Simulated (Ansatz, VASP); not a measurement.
One calculation of Co, two programs

Contents of INCAR:

```
SYSTEM = Co
PREC = Accurate
ENCUT = 520
EDIFF = 1E-7
ISMEAR = -1
SIGMA = 0.05
LREAL = .FALSE.
LASPH = .TRUE.
NELM = 150
ALGO = Normal
ISIF = 2
LWAVE = .FALSE.
LCHARG = .TRUE.
MAGMOM = 0 0 -1.69 0 0 -1.69
LORBIT = 11
LSORBIT = .TRUE.
GGA_COMPAT = .FALSE.
LORBMOM = .TRUE.
LMAXMIX = 4
GGA = PE
LVHAR = .TRUE.
NBANDS = 30
```

File KPOINTS:

```
regular mesh
0
G
  14 14 8
  0 0 0
```

Contents of POSCAR:

```
Co
1.0
    2.4935225139      0.0000000000      0.0000000000
   -1.2467612569      2.1594538420      0.0000000000
    0.0000000000      0.0000000000      4.0277857565
Co
2
Direct
    0.3333333333      0.6666666667      0.2500000000
    0.6666666667      0.3333333333      0.7500000000
```

Input for Ansatz:

```yaml
crystal:
  lattice:
    - [2.4935225139, 0.0, 0.0]
    - [-1.2467612569, 2.159453842, 0.0]
    - [0.0, 0.0, 4.0277857565]
  atoms:
    - { symbol: Co, position: [0.3333333333, 0.6666666667, 0.25], spin: -1.69, spin_axis: [0, 0, 1] }
    - { symbol: Co, position: [0.6666666667, 0.3333333333, 0.75], spin: -1.69, spin_axis: [0, 0, 1] }
hamiltonian:
  xc: pbe
  pseudopotentials:
    kind: paw_fr
    azcp:
      Co: "pseudopotentials/Co.paw.azcp"
basis:
  ecutwfc: 420
  fft_grid_basis: typed
kpoints:
  mp_grid: { grid: [14, 14, 8], shift: [0, 0, 0] }
magnetization:
  noncollinear: true
  spin_orbit: true
scf:
  occupations: { method: fermi_dirac, width: 0.05 }
```

Alike in both runs: task single point; functional PBE; k mesh 14 × 14 × 8; occupations fermi-dirac, width 0.05 eV; non-collinear spin, spin-orbit coupling.

```csv
,VASP,Ansatz
version,VASP 6.6.1,Ansatz 0.2.0
potentials or method,"VASP PAW PBE potentials, release 64 (Co), cutoff 520 eV","plane waves (420 eV) with PAW, fully relativistic with spin-orbit coupling"
valence electrons in the cell,18,34
```

```tsv
	VASP	Ansatz	Ansatz less VASP
net moment per atom (μB)	1.58	1.59	+0.010
```

VASP's potentials hold 18 valence electrons a cell and Ansatz's 34, so a difference there can come from the potentials and not from the codes.
